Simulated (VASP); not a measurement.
Runs of VASP 6.6.1 on CdTe. The structure is that of space group F-43m (No. 216), or close to it. The cells are those of the table. 

| task | cell | k mesh | cutoff (eV) | smearing | gap on the mesh (eV) | pressure (GPa) |
| --- | --- | --- | --- | --- | --- | --- |
| single point | a = 4.682 Å, angles 60.0°, 2 atoms | 8 × 8 × 8 | 520 | gaussian 0.02 eV | (b) | -1.0 |
| single point | a = 4.727 Å, angles 60.0°, 2 atoms | 8 × 8 × 8 | 520 | gaussian 0.02 eV | (a) | -1.9 |
| single point | a = 4.533 Å, angles 60.0°, 2 atoms | 6 × 6 × 6 | 550 | gaussian 0.1 eV | (c) | 3.4 |
| single point | a = 4.589 Å, angles 60.0°, 2 atoms | 8 × 8 × 8 | 520 | gaussian 0.02 eV | 1.26 | 1.5 |
| single point | a = 4.636 Å, angles 60.0°, 2 atoms | 8 × 8 × 8 | 520 | gaussian 0.02 eV | (d) | 0.1 |
| relaxation of cell and atoms | relaxed from a = 4.533 Å, angles 60.0°, 2 atoms | 8 × 8 × 8 | 600 | gaussian 0.02 eV | 1.15 | 0.0 |

Alike in all rows: level r2SCAN; potentials or basis VASP PAW PBE potentials, release 64 (Cd, Te); no spin polarisation.

**Question.** Estimate the missing entries.

**Answer.** (a) 0.97; (b) 1.07; (c) 1.38; (d) 1.16.

Caveats: the PAW data sets were made with another functional, which shifts forces and pressure a little; spin-orbit coupling is left out, which moves the levels of the heavy elements.

A k mesh can miss the band edges, and the runs leave out spin-orbit coupling on Cd, Te.
